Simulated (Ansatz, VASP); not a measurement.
**BaZnPF in VASP and in Ansatz**

The input INCAR:

```
SYSTEM = BaZnPF
ALGO = Normal
EDIFF = 1E-6
ENCUT = 520
GGA = PE
ISIF = 2
ISMEAR = 0
LASPH = .TRUE.
LCHARG = .FALSE.
LREAL = .FALSE.
LWAVE = .FALSE.
NBANDS = 44
NELM = 100
PREC = Accurate
SIGMA = 0.01
```

Contents of KPOINTS:

```
k-points
0
G
  6 6 2
  0 0 0
```

The input POSCAR:

```
BaZnPF
1.0
    4.1293640109      0.0000000000      0.0000000000
    0.0000000000      4.1293640109      0.0000000000
    0.0000000000      0.0000000000      9.4268716595
Ba Zn P F
2 2 2 2
Direct
    0.5000000000      0.0000000000      0.3309021137
    0.0000000000      0.5000000000      0.6690978863
    0.5000000000      0.5000000000      0.0000000000
    0.0000000000      0.0000000000      0.0000000000
    0.0000000000      0.5000000000      0.1484729584
    0.5000000000      0.0000000000      0.8515270416
    0.5000000000      0.5000000000      0.5000000000
    0.0000000000      0.0000000000      0.5000000000
```

Input for Ansatz:

```yaml
crystal:
  lattice:
    - [4.1293640109, 0.0, 0.0]
    - [0.0, 4.1293640109, 0.0]
    - [0.0, 0.0, 9.4268716595]
  atoms:
    - { symbol: Ba, position: [0.5, 0.0, 0.3309021137] }
    - { symbol: Ba, position: [0.0, 0.5, 0.6690978863] }
    - { symbol: Zn, position: [0.5, 0.5, 0.0] }
    - { symbol: Zn, position: [0.0, 0.0, 0.0] }
    - { symbol: P, position: [0.0, 0.5, 0.1484729584] }
    - { symbol: P, position: [0.5, 0.0, 0.8515270416] }
    - { symbol: F, position: [0.5, 0.5, 0.5] }
    - { symbol: F, position: [0.0, 0.0, 0.5] }
kpoints:
  mp_grid: { grid: [6, 6, 2] }
hamiltonian:
  xc: pbe
scf:
  occupations: { method: fixed }
  n_extra_bands: 6
output:
  forces: true
  stress: true
  eigenvalues: true
```

Alike in both runs: task single point; functional PBE; k mesh 6 × 6 × 2; no spin polarisation.

```csv
,VASP,Ansatz
version,VASP 6.6.1,Ansatz 0.2.0
potentials or method,"VASP PAW PBE potentials, release 64 (Ba_sv, Zn, P, F)","plane waves, PAW"
plane-wave cutoff (eV),520,420
occupations,"gaussian, width 0.01 eV",fixed
valence electrons in the cell,68,68
```

|  | VASP | Ansatz | Ansatz less VASP |
| --- | --- | --- | --- |
| gap on the k mesh at the Fermi level (eV) | 0.44 | 0.43 | -0.008 |
| pressure (GPa) | 2.9 | 2.1 | -0.86 |
| rms of the force components (eV/Å) | 0.093 | 0.061 | -0.0322 |

Atom by atom the forces differ by 0.044 eV/Å (rms over components).

Spin-orbit coupling is off throughout.
